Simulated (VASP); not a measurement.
Set up this calculation in VASP 6.6.1, as the native input.

```yaml
Task: single point
Functional: PBE
Potentials_or_basis: VASP PAW PBE potentials, release 64 (As)
Cutoff: 520 eV
k_mesh: 14 × 14 × 14
Occupations: fermi-dirac, width 0.1 eV
Spin: no spin polarisation
Dipole_correction: no
Further_INCAR_settings: ALGO = Normal; EDIFF = 1e-07; NBANDS = 12
```

The structure of As lies in POSCAR:

```
As
1.0
    1.8852120817     -1.0884277028      3.3281428432
    0.0000000000      2.1768554057      3.3281428431
   -1.8852120817     -1.0884277028      3.3281428432
As
2
Direct
    0.2312937003      0.2312937003      0.2312937003
   -0.2312937003     -0.2312937003     -0.2312937003
```

This cell differs from its parent crystal: volume scaled by 0.9.

The input as run:

INCAR

```
SYSTEM = As
ALGO     = Normal         ! electronic algorithm
EDIFF    = 1E-7           ! SCF threshold, eV
ENCUT    = 520            ! plane-wave cutoff, eV
GGA      = PE             ! functional
ISIF     = 2              ! what is computed and relaxed
ISMEAR   = -1             ! smearing method
LASPH    = .TRUE.         ! aspherical terms in the spheres
LCHARG   = .TRUE.         ! write CHGCAR
LELF     = .TRUE.         ! ELF
LREAL    = .FALSE.        ! projectors in reciprocal space
LVHAR    = .TRUE.       
LWAVE    = .FALSE.        ! write WAVECAR
NBANDS   = 12             ! bands
NELM     = 100            ! most SCF steps
PREC     = Accurate       ! precision mode
SIGMA    = 0.1            ! smearing width, eV
```

KPOINTS

```
k-points
0
G
  14 14 14
  0 0 0
```

Potentials or basis: VASP PAW PBE potentials, release 64 (As).

Command:

```bash
$ cat potpaw_PBE.64/As/POTCAR > POTCAR
$ mpirun -np 1 vasp_std > vasp.out
```

Results of the run:

```yaml
Pressure: 4.8 GPa
Largest_force: 0.047 eV/Å
Band_gap_on_the_k_mesh: zero (band 5 reaches 6.15 eV, above the bottom of band 6 at 5.68 eV)
```

Run time: 71 s on 1 thread of AMD EPYC 9R45 96-Core Processor (Zen 5) (shared host), peak memory 0.23 GiB.
